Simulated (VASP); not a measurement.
# TeAu2S3 (R-3m) in VASP: notebook

Runs on TeAu2S3. Level: PBE. Tasks: single point.

Program: VASP 6.6.1. These are calculated values, not measurements. Logs are shortened: lines on timing, memory, paths and dates and some standing lists are left out, and cuts for length are marked.

### Step 1. The cell of the first run

It takes space group R-3m (No. 166, trigonal). Conventional cell: a = 5.071 Å, b = 5.071 Å, c = 15.698 Å, α = 90.00°, β = 90.00°, γ = 120.00°. Within 3.6 Å of Te (site symmetry -3m) lie 2 S at 2.72 Å and 6 Au at 2.93 Å. S (site symmetry 3m) has 1 Au at 2.55 Å and 1 Te at 2.72 Å and 6 S at 2.93 to 2.94 Å within 3.4 Å. Within 3.4 Å of S (site symmetry -3m) lie 2 Au at 2.57 Å and 6 S at 2.93 Å. Within 3.4 Å of Au (site symmetry 3m) lie 2 S at 2.55 to 2.57 Å and 3 Te at 2.93 Å and 3 Au at 2.93 Å.

The cell was generated, and may not be a known phase.

### Step 2. Single point, PBE

Input file INCAR:

```
  PREC = Accurate
  ENCUT = 500
  EDIFF = 1E-6
  ISMEAR = 0
  SIGMA = 0.15
  LREAL = False
  LASPH = True
  NELM = 120
  ALGO = Normal
  ISIF = 2
  LWAVE = False
  LCHARG = False
  GGA = PE
  NBANDS = 32
  GGA_COMPAT = False
```

Input file KPOINTS:

```
Automatic mesh
0
Gamma
  3 3 3
```

Input file POSCAR:

```
TeAu2S3
1.0
    2.5355217826      1.4638841837      5.2326336671
   -2.5355217826      1.4638841837      5.2326336671
    0.0000000000     -2.9277683675      5.2326336671
Te S Au
1 3 2
Direct
    0.5000000000      0.5000000000      0.5000000000
    0.6733287281      0.6733287281      0.6733287281
    0.3266712719      0.3266712719      0.3266712719
    0.0000000000      0.0000000000      0.0000000000
    0.8360006782      0.8360006782      0.8360006782
    0.1639993218      0.1639993218      0.1639993218
```

Potentials or basis: VASP PAW PBE potentials, release 64 (Te, S, Au).

The run is started by

```sh
> cat potpaw_PBE.64/Te/POTCAR potpaw_PBE.64/S/POTCAR potpaw_PBE.64/Au/POTCAR > POTCAR
> mpirun -np 1 vasp_std > vasp.out
```

OUTCAR:

```text
PREC = Accurate
   ENCUT = 500
   EDIFF = 1E-6
   ISMEAR = 0
   LREAL = False
   LASPH = True
   NELM = 120
   ISIF = 2
   GGA = PE

 ion  position               nearest neighbor table
   1  0.500  0.500  0.500-   2 2.72   3 2.72   6 2.93   6 2.93   5 2.93   5 2.93   6 2.93   5 2.93

   2  0.673  0.673  0.673-   5 2.55   1 2.72
   3  0.327  0.327  0.327-   6 2.55   1 2.72
   4  0.000  0.000  0.000-   5 2.57   6 2.57
   5  0.836  0.836  0.836-   2 2.55   4 2.57   1 2.93   1 2.93   1 2.93   6 2.93   6 2.93   6 2.93

   6  0.164  0.164  0.164-   3 2.55   4 2.57   1 2.93   1 2.93   1 2.93   5 2.93   5 2.93   5 2.93

  LATTYP: Found a trigonal (rhomboedric) cell.
 ALAT       =     5.9960222404
 COS(alpha) =     0.6423664799

  Lattice vectors:

 A1 = (   2.5355217826,   1.4638841837,   5.2326336671)
 A2 = (  -2.5355217826,   1.4638841837,   5.2326336671)
 A3 = (   0.0000000000,  -2.9277683675,   5.2326336671)

Analysis of symmetry for initial positions (statically):
=====================================================================
 Subroutine PRICEL returns:
 Original cell was already a primitive cell.

 Routine SETGRP: Setting up the symmetry group for a
 trigonal (rhombohedral) supercell.

 Subroutine GETGRP returns: Found 12 space group operations
 (whereof 12 operations were pure point group operations)
 out of a pool of 12 trial point group operations.

The static configuration has the point symmetry D_3d.

Analysis of symmetry for dynamics (positions and initial velocities):
=====================================================================
 Subroutine PRICEL returns:
 Original cell was already a primitive cell.

 Routine SETGRP: Setting up the symmetry group for a
 trigonal (rhombohedral) supercell.

 Subroutine GETGRP returns: Found 12 space group operations
 (whereof 12 operations were pure point group operations)
 out of a pool of 12 trial point group operations.

The dynamic configuration has the point symmetry D_3d.

 Subroutine INISYM returns: Found 12 space group operations
 (whereof 12 operations are pure point group operations),
 and found     1 'primitive' translations

----------------------------------------------------------------------------------------

                                     Primitive cell

  volume of cell :     116.5321

  direct lattice vectors                    reciprocal lattice vectors
     2.535521783  1.463884184  5.232633667     0.197198069  0.113852358  0.063702784
    -2.535521783  1.463884184  5.232633667    -0.197198069  0.113852358  0.063702784
     0.000000000 -2.927768368  5.232633667     0.000000000 -0.227704717  0.063702784

  length of vectors
     5.996022240  5.996022240  5.996022240     0.236447632  0.236447632  0.236447632

  position of ions in fractional coordinates (direct lattice)
     0.500000000  0.500000000  0.500000000
     0.673328728  0.673328728  0.673328728
     0.326671272  0.326671272  0.326671272
     0.000000000  0.000000000  0.000000000
     0.836000678  0.836000678  0.836000678
     0.163999322  0.163999322  0.163999322

  ion indices of the primitive-cell ions
   primitive index   ion index
                 1           1
                 2           2
                 3           3
                 4           4
                 5           5
                 6           6

----------------------------------------------------------------------------------------

 KPOINTS: Automatic mesh

Automatic generation of k-mesh.
 Grid dimensions read from file:
 generate k-points for:    3    3    3

 Generating k-lattice:

  Cartesian coordinates                     Fractional coordinates (reciprocal lattice)
     0.065732690  0.037950786  0.021234261     0.333333333 -0.000000000  0.000000000
    -0.065732690  0.037950786  0.021234261    -0.000000000  0.333333333  0.000000000
     0.000000000 -0.075901572  0.021234261     0.000000000  0.000000000  0.333333333

  Length of vectors
     0.078815877  0.078815877  0.078815877

  Shift w.r.t. Gamma in fractional coordinates (k-lattice)
     0.000000000  0.000000000  0.000000000

 Subroutine IBZKPT returns following result:
 ===========================================

 Found      6 irreducible k-points:

 Following reciprocal coordinates:
            Coordinates               Weight
  0.000000  0.000000  0.000000      1.000000
  0.333333  0.000000 -0.000000      6.000000
  0.333333  0.333333 -0.000000      6.000000
 -0.333333  0.333333  0.000000      6.000000
  0.333333  0.333333  0.333333      2.000000
 -0.333333  0.333333  0.333333      6.000000
   k-points           NKPTS =      6   k-points in BZ     NKDIM =      6   number of bands    NBANDS=     32
   number of dos      NEDOS =    301   number of ions     NIONS =      6
   total plane-waves  NPLWV = 110592
   dimension x,y,z NGX =    48 NGY =   48 NGZ =   48
   dimension x,y,z NGXF=    96 NGYF=   96 NGZF=   96
   ions per type =               1   3   2
   NGX,Y,Z   is equivalent  to a cutoff of  13.31, 13.31, 13.31 a.u.
   NGXF,Y,Z  is equivalent  to a cutoff of  26.62, 26.62, 26.62 a.u.
 SYSTEM =  unknown system
   PREC   = accura    normal or accurate (medium, high low for compatibility)
   ISTART =      0    job   : 0-new  1-cont  2-samecut
   ICHARG =      2    charge: 1-file 2-atom 10-const
   ISPIN  =      1    spin polarized calculation?
   LNONCOLLINEAR =      F non collinear calculations
   LSORBIT =      F    spin-orbit coupling
   LASPH  =      T    aspherical Exc in radial PAW
   ENCUT  =  500.0 eV  36.75 Ry    6.06 a.u.  10.93 10.93 10.93*2*pi/ulx,y,z
   NELM   =    120;   NELMIN=  2; NELMDL= -5     # of ELM steps
   EDIFF  = 0.1E-05   stopping-criterion for ELM
   LREAL  =      F    real-space projection
[... 7 lines left out ...]
   TEBEG  =    0.0;   TEEND  =   0.0 temperature during run
   PSTRESS=    0.0 pullay stress
   NELECT =      46.0000    total number of electrons
   NUPDOWN=      -1.0000    fix difference up-down
   EMIN   =  10.00;   EMAX   =-10.00  energy-range for DOS
   EFERMI =   0.00;   METHOD = LEGACY
   ISMEAR =     0;   SIGMA  =   0.15  broadening in eV -4-tet -1-fermi 0-gaus
   EFERMI_NEDOS =   21; number of points for ismear=-14 and -15
   IALGO  =     38    algorithm
   IMIX   =      4    mixing-type and parameters
     AMIX     =   0.40;   BMIX     =  1.00
     AMIX_MAG =   1.60;   BMIX_MAG =  1.00
  volume/ion in A,a.u.               =      19.42       131.07
  Fermi-wavevector in a.u.,A,eV,Ry     =   1.200915  2.269400 19.622275  1.442197
  Thomas-Fermi vector in A             =   2.336738
   LORBIT       =      0    0 simple, 1 ext, 2 COOP (PROOUT), +10 PAW based schemes
   GGA     = PE    functional components
   LHFCALC =     F    Hartree Fock is set to
   AEXX    =    0.0000 exact exchange contribution
   IVDW    =     0    specifies the selected vdW correction
   LEPSILON=     F    determine dielectric tensor
   LRPA    =     F    only Hartree local field effects (RPA)
 non-spin polarized calculation
 Gauss-broadening in eV      SIGMA  =   0.15
  energy-cutoff  :      500.00
  volume of cell :      116.53
 maximum number of plane-waves:      2974
 NGX is ok and might be reduce to    48
   NGX = 21   NGY = 21   NGZ = 21

 number of electron      46.0000001 magnetization

 Free energy of the ion-electron system (eV)
  ---------------------------------------------------
  ext. energy  EPLUGINS =         0.00000000
  ---------------------------------------------------
  free energy    TOTEN  =       -19.42090832 eV

  energy without entropy =      -19.35687435  energy(sigma->0) =      -19.38889133

 E-fermi :   7.1458     XC(G=0): -10.9958

 val. band max:        7.0469432588   @ k =   0.3333   0.3333  -0.0000
 cond. band min:       7.2041263722   @ k =  -0.3333   0.3333   0.3333
 fundamental gap:      0.1571831134
 Fermi energy:         7.1457991648

 k-point     1 :       0.0000    0.0000    0.0000
  band No.  band energies     occupation
      1      -7.4636      2.00000
      2      -4.6313      2.00000
      3      -4.1366      2.00000
      4      -3.6394      2.00000
      5       1.1466      2.00000
      6       1.4951      2.00000
[... 24 lines left out ...]
     31      15.5742      0.00000
     32      15.5742      0.00000

 k-point     2 :       0.3333    0.0000   -0.0000
  band No.  band energies     occupation
      1      -6.8195      2.00000
      2      -5.2441      2.00000
      3      -4.3871      2.00000
      4      -3.8483      2.00000
      5       0.6231      2.00000
      6       1.2200      2.00000
[... 24 lines left out ...]
     31      15.3778      0.00000
     32      15.4166      0.00000

 k-point     3 :       0.3333    0.3333   -0.0000
  band No.  band energies     occupation
      1      -6.6955      2.00000
      2      -5.0568      2.00000
      3      -4.8461      2.00000
      4      -3.8571      2.00000
      5       0.4390      2.00000
      6       1.2581      2.00000
[... 24 lines left out ...]
     31      13.5557      0.00000
     32      14.6538      0.00000

 k-point     4 :      -0.3333    0.3333    0.0000
  band No.  band energies     occupation
      1      -5.9598      2.00000
      2      -5.4369      2.00000
      3      -5.4058      2.00000
      4      -3.8808      2.00000
      5       0.8767      2.00000
      6       1.4193      2.00000
[... 24 lines left out ...]
     31      14.2170      0.00000
     32      15.4096      0.00000

 k-point     5 :       0.3333    0.3333    0.3333
  band No.  band energies     occupation
      1      -7.1281      2.00000
      2      -5.1997      2.00000
      3      -4.1457      2.00000
      4      -3.8830      2.00000
      5       1.0020      2.00000
      6       1.3918      2.00000
[... 24 lines left out ...]
     31      14.0327      0.00000
     32      14.0327      0.00000

 k-point     6 :      -0.3333    0.3333    0.3333
  band No.  band energies     occupation
      1      -6.3919      2.00000
      2      -5.5441      2.00000
      3      -4.7393      2.00000
      4      -3.9804      2.00000
      5       0.6174      2.00000
      6       1.3927      2.00000
[... 24 lines left out ...]
     31      14.2048      0.00000
     32      15.6270      0.00000

------------------------ aborting loop because EDIFF is reached ----------------------------------------

  FORCE on cell =-STRESS in cart. coord.  units (eV):
  Direction    XX          YY          ZZ          XY          YZ          ZX
  --------------------------------------------------------------------------------------
  -------------------------------------------------------------------------------------
  Total        0.0726727      0.0726727      0.2210784      0.0000000     -0.0000000      0.0000000
  in kB        0.9991624      0.9991624      3.0395633      0.0000000     -0.0000000      0.0000000
  external PRESSURE =       1.6792961 kB  Pullay stress =       0.0000000 kB

 VOLUME and BASIS-vectors are now :
 -----------------------------------------------------------------------------
  energy-cutoff  :      500.00
  volume of cell :      116.53
      direct lattice vectors                 reciprocal lattice vectors
     2.535521783  1.463884184  5.232633667     0.197198069  0.113852358  0.063702784
    -2.535521783  1.463884184  5.232633667    -0.197198069  0.113852358  0.063702784
     0.000000000 -2.927768368  5.232633667     0.000000000 -0.227704717  0.063702784

 POSITION                                       TOTAL-FORCE (eV/Angst)
 -----------------------------------------------------------------------------------
      0.00000     -0.00000      7.84895        -0.000000     -0.000000      0.000000
      0.00000     -0.00000     10.56985        -0.000000     -0.000000      0.037395
      0.00000     -0.00000      5.12805        -0.000000      0.000000     -0.037395
      0.00000      0.00000      0.00000         0.000000     -0.000000      0.000000
      0.00000     -0.00000     13.12346        -0.000000     -0.000000      0.005271
      0.00000     -0.00000      2.57445        -0.000000      0.000000     -0.005271
 -----------------------------------------------------------------------------------
    total drift:                                0.000000      0.000000     -0.000000

  FREE ENERGIE OF THE ION-ELECTRON SYSTEM (eV)
  ---------------------------------------------------
  free  energy   TOTEN  =       -19.4209083216 eV

  energy  without entropy=      -19.3568743466  energy(sigma->0) =      -19.38889133
```

Wall time 95 s (1 thread of Intel Xeon 8259CL, shared host); peak memory 0.32 GiB.

Results:

```
Free energy            : -19.4209 eV
Pressure               : 0.2 GPa
Largest force          : 0.037 eV/Å
Band gap on the k mesh : zero (bands 23 and 24 overlap by 0.95 eV)
```

Forces on the atoms (eV/Å):
```
Te   0.000  0.000  0.000
S    0.000  0.000  0.037
S    0.000  0.000 -0.037
S    0.000  0.000  0.000
Au   0.000  0.000  0.005
Au   0.000  0.000 -0.005
```

Stress tensor (GPa, compression positive):
```
0.10 0.00 0.00
0.00 0.10 0.00
0.00 0.00 0.30
```

Caveat: the k points lie up to 0.50 Å⁻¹ apart, too coarse for converged energies and pressures of a metal; spin-orbit coupling is left out, which moves the levels of the heavy elements.

### Step 3. Single point, PBE

This run uses another cell than the first one, of 22.73 Å³/atom.

Input file INCAR:

```
PREC = Accurate
ENCUT = 500
EDIFF = 1E-6
ISMEAR = 0
SIGMA = 0.15
LREAL = False
LASPH = True
NELM = 120
ALGO = Normal
ISIF = 2
LWAVE = False
LCHARG = False
GGA = PE
NBANDS = 32
GGA_COMPAT = False
```

KPOINTS is that of step 2.

Input file POSCAR:

```
TeAu2S3
1.0
    3.5810809624      2.0675380566      3.0694585719
   -3.5810809624      2.0675380566      3.0694585719
    0.0000000000     -4.1350761163      3.0694585697
Te S Au
1 3 2
Direct
    0.0000000000      0.0000000000      0.0000000000
    0.0000000000      0.5000000000      0.0000000000
    0.5000000000      0.0000000000      0.0000000000
    0.0000000000      0.0000000000      0.5000000000
    0.6476850301      0.6476850301      0.6476850301
    0.3523149699      0.3523149699      0.3523149699
```

Potentials or basis: VASP PAW PBE potentials, release 64 (Te, S, Au).

The run is started by

```sh
> cat potpaw_PBE.64/Te/POTCAR potpaw_PBE.64/S/POTCAR potpaw_PBE.64/Au/POTCAR > POTCAR
> mpirun -np 1 vasp_std > vasp.out
```

OUTCAR:

```text
PREC = Accurate
   ENCUT = 500
   EDIFF = 1E-6
   ISMEAR = 0
   LREAL = False
   LASPH = True
   NELM = 120
   ISIF = 2
   GGA = PE

 ion  position               nearest neighbor table
   1  0.000  0.000  0.000-   4 2.57   4 2.57   2 2.57   3 2.57   2 2.57   3 2.57   6 3.24   5 3.24

   2  0.000  0.500  0.000-   1 2.57   1 2.57   6 2.68   5 2.68
   3  0.500  0.000  0.000-   1 2.57   1 2.57   6 2.68   5 2.68
   4  0.000  0.000  0.500-   1 2.57   1 2.57   6 2.68   5 2.68
   5  0.648  0.648  0.648-   2 2.68   3 2.68   4 2.68   6 2.72   1 3.24
[... 398 lines left out ...]
  -------------------------------------------------------------------------------------
  Total        0.0333189      0.0333189     -0.0110588      0.0000000      0.0000000      0.0000000
  in kB        0.3914902      0.3914902     -0.1299390      0.0000000      0.0000000      0.0000000
  external PRESSURE =       0.2176805 kB  Pullay stress =       0.0000000 kB

 VOLUME and BASIS-vectors are now :
 -----------------------------------------------------------------------------
  energy-cutoff  :      500.00
  volume of cell :      136.36
      direct lattice vectors                 reciprocal lattice vectors
     3.581080962  2.067538057  3.069458572     0.139622646  0.080611172  0.108596785
    -3.581080962  2.067538057  3.069458572    -0.139622646  0.080611172  0.108596785
     0.000000000 -4.135076116  3.069458570     0.000000000 -0.161222345  0.108596785

 POSITION                                       TOTAL-FORCE (eV/Angst)
 -----------------------------------------------------------------------------------
      0.00000      0.00000      0.00000        -0.000000      0.000000      0.000000
     -1.79054      1.03377      1.53473         0.000000      0.000000      0.000000
      1.79054      1.03377      1.53473        -0.000000      0.000000      0.000000
      0.00000     -2.06754      1.53473         0.000000     -0.000000      0.000000
      0.00000     -0.00000      5.96413        -0.000000     -0.000000      0.038854
      0.00000     -0.00000      3.24425        -0.000000      0.000000     -0.038854
 -----------------------------------------------------------------------------------
    total drift:                               -0.000000      0.000000     -0.000000

  FREE ENERGIE OF THE ION-ELECTRON SYSTEM (eV)
  ---------------------------------------------------
  free  energy   TOTEN  =       -19.0322614217 eV

  energy  without entropy=      -18.9791906523  energy(sigma->0) =      -19.00572604
```

OSZICAR:

```text
N       E                     dE             d eps       ncg     rms          rms(c)
DAV:   1     0.245985294268E+03    0.24599E+03   -0.20022E+04   384   0.122E+03
DAV:   2    -0.667406862830E+01   -0.25266E+03   -0.24166E+03   480   0.240E+02
DAV:   3    -0.204637896278E+02   -0.13790E+02   -0.13463E+02   480   0.550E+01
DAV:   4    -0.207019147404E+02   -0.23813E+00   -0.23768E+00   440   0.838E+00
DAV:   5    -0.207071572951E+02   -0.52426E-02   -0.52405E-02   480   0.123E+00    0.201E+01
DAV:   6    -0.191018739073E+02    0.16053E+01   -0.44349E+00   416   0.161E+01    0.134E+01
DAV:   7    -0.190449677605E+02    0.56906E-01   -0.11591E+00   464   0.659E+00    0.660E+00
DAV:   8    -0.190359889186E+02    0.89788E-02   -0.13673E-01   472   0.157E+00    0.368E+00
DAV:   9    -0.190329892266E+02    0.29997E-02   -0.10913E-02   456   0.782E-01    0.169E+00
DAV:  10    -0.190322275578E+02    0.76167E-03   -0.40159E-03   472   0.316E-01    0.486E-01
DAV:  11    -0.190323132214E+02   -0.85664E-04   -0.74585E-04   448   0.116E-01    0.579E-01
DAV:  12    -0.190322612443E+02    0.51977E-04   -0.13909E-04   448   0.656E-02    0.120E-01
DAV:  13    -0.190322648960E+02   -0.36517E-05   -0.11399E-05   480   0.164E-02    0.132E-01
DAV:  14    -0.190322632005E+02    0.16955E-05   -0.23795E-05   488   0.304E-02    0.584E-02
DAV:  15    -0.190322616780E+02    0.15225E-05   -0.43579E-06   456   0.104E-02    0.308E-02
DAV:  16    -0.190322614217E+02    0.25628E-06   -0.39492E-07   272   0.305E-03
   1 F= -.19032261E+02 E0= -.19005726E+02  d E =-.530708E-01
```

stdout:

```text
POSCAR found type information on POSCAR TeS Au
 POSCAR found :  3 types and       6 ions
 scaLAPACK will be used
 LDA part: xc-table for (Slater+PW92), standard interpolation
 POSCAR, INCAR and KPOINTS ok, starting setup
 FFT: planning ... GRIDC
 FFT: planning ... GRID_SOFT
 FFT: planning ... GRID
 WAVECAR not read
 entering main loop
```

It took 57 s on 1 thread of Intel Xeon 8259CL, shared host; peak memory 0.25 GiB.

What came out:

```yaml
Free_energy: -19.0323 eV
Pressure: 0.0 GPa
Largest_force: 0.039 eV/Å
Band_gap_on_the_k_mesh: zero (bands 23 and 24 overlap by 0.54 eV)
```

Forces in eV/Å, atoms in the order of the input:
```
Te   0.000  0.000  0.000
S    0.000  0.000  0.000
S    0.000  0.000  0.000
S    0.000  0.000  0.000
Au   0.000  0.000  0.039
Au   0.000  0.000 -0.039
```

Caveat: the k points lie up to 0.41 Å⁻¹ apart, too coarse for converged energies and pressures of a metal; spin-orbit coupling is left out, which moves the levels of the heavy elements.

The gap in the log of VASP goes by the Fermi energy; the results here count the filled bands.